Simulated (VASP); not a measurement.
Crystal: Hg3Pt.

```xyz
4
Lattice="4.3442 0.0000 0.0000 0.0000 4.3442 0.0000 0.0000 0.0000 4.3442" Properties=species:S:1:pos:R:3 pbc="T T T"
Hg    2.1721    2.1721    0.0000
Hg    2.1721    0.0000    2.1721
Hg    0.0000    2.1721    2.1721
Pt    0.0000    0.0000    0.0000
```

Base run:

```yaml
Program: VASP 6.6.1
Functional: LDA
Potentials_or_basis: VASP PAW LDA potentials, release 64 (Hg, Pt)
Cutoff: 520 eV
k_mesh: 5 × 5 × 5
Occupations: fermi-dirac, width 0.1 eV
Spin: no spin polarisation
```

Its results: band gap on the k mesh zero (band 23 reaches 5.47 eV, above the bottom of band 24 at 3.52 eV); pressure -9.6 GPa.

Q: The run is repeated on the same cell with these changes: potentials or basis from VASP PAW LDA potentials, release 64 (Hg, Pt) to VASP PAW LDA potentials, release 64 (Hg_sv_GW, Pt_sv_GW); cutoff from 520 eV to 500 eV; further incar settings from ALGO = Normal; EDIFF = 1e-07; NBANDS = 31 to ALGO = Normal; EDIFF = 1e-06; NBANDS = 47; valence electrons from 46 to 78. What comes out?

A: Band gap on the k mesh zero (band 39 reaches 8.07 eV, above the bottom of band 40 at 6.13 eV); pressure -12.0 GPa.

Caveats: spin-orbit coupling is left out, which moves the levels of the heavy elements.
